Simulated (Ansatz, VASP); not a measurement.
# Sn in VASP and in Ansatz

```xyz
2
Lattice="-2.9542 2.9542 1.6116 2.9542 -2.9542 1.6116 2.9542 2.9542 -1.6116" Properties=species:S:1:pos:R:3 pbc="T T T"
Sn    0.0000    0.0000    0.0000
Sn    0.0000    2.9542    0.8058
```

Change from the starting cell: volume scaled by 1.04, PAW files.

Alike in both runs: task electric field gradients; functional PBE; k mesh 15 × 15 × 15; occupations fermi-dirac, width 0.05 eV; no spin polarisation.

```csv
,VASP,Ansatz
version,VASP 6.6.1,Ansatz 0.2.0
potentials or method,"VASP PAW PBE potentials, release 64 (Sn_d)","PAW with Ansatz's default frozen-core files, scalar-relativistic"
plane-wave cutoff (eV),520,420
valence electrons in the cell,28,28
```

```tsv
	VASP	Ansatz	Ansatz less VASP
pressure (GPa)	0.5	0.5	+0.05
traceless stress, the component that is largest in VASP (GPa)	-0.61	-0.60	+0.003
size of Vzz on the site where it differs most (V/Å²)	42.7	44.1	+1.41
```

With one functional, cell and mesh, what is left measures potentials, basis and numerics.
